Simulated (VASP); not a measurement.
Set up this calculation in VASP 6.6.1, as the native input.

```
Task                   : single point
Functional             : PBE
Potentials or basis    : VASP PAW PBE potentials, release 64 (Ba_sv, Te)
Cutoff                 : 400 eV
k mesh                 : 6 × 6 × 1
Occupations            : gaussian, width 0.05 eV
Spin                   : no spin polarisation
Dipole correction      : yes
Further INCAR settings : ALGO = Normal; EDIFF = 1e-06; NBANDS = 42; NELMDL = -8
```

The structure of BaTe lies in POSCAR:

```
BaTe
1.0
    4.8224682500      0.0000000000      0.0000000000
    0.0000000000      4.8224682500      0.0000000000
    0.0000000000      0.0000000000     27.2299998212
Ba Te
4 4
Direct
    0.5000000000      0.5000000000      0.3121557127
    0.0000000000      0.0000000000      0.4373852376
    0.5000000000      0.5000000000      0.5687376036
    0.0000000000      0.0000000000      0.6960179611
    0.0000000000      0.0000000000      0.3121557127
    0.5000000000      0.5000000000      0.4373852376
    0.0000000000      0.0000000000      0.5680593600
    0.5000000000      0.5000000000      0.6991748069
```

The input as run:

INCAR

```
PREC     = Accurate       # precision mode
ENCUT    = 400            # plane-wave cutoff, eV
EDIFF    = 1E-6           # SCF threshold, eV
ISMEAR   = 0              # smearing method
SIGMA    = 0.05           # smearing width, eV
LREAL    = False          # projectors in reciprocal space
LASPH    = True           # aspherical terms in the spheres
NELM     = 120            # most SCF steps
ALGO     = Normal         # electronic algorithm
ISIF     = 2              # what is computed and relaxed
LWAVE    = False          # write WAVECAR
LCHARG   = False          # write CHGCAR
LDIPOL   = True         
IDIPOL   = 3            
DIPOL    = 0.5 0.5 0.504
GGA      = PE             # functional
NBANDS   = 42             # bands
GGA_COMPAT= False        
NELMDL   = -8
```

KPOINTS

```
Automatic mesh
0
Gamma
  6 6 1
```

Potentials or basis: VASP PAW PBE potentials, release 64 (Ba_sv, Te).

Launch:

```sh
$ cat potpaw_PBE.64/Ba_sv/POTCAR potpaw_PBE.64/Te/POTCAR > POTCAR
$ mpirun -np 1 vasp_std > vasp.out
```

It gave:

The largest force is 0.337 eV/Å. The band gap on the k mesh is 1.41 eV.

Caveat: spin-orbit coupling is left out, which moves the levels of the heavy elements.

Wall time 6.3 min on 1 thread of Oxide Virtual Turin-like Processor (shared host), peak memory 0.45 GiB.
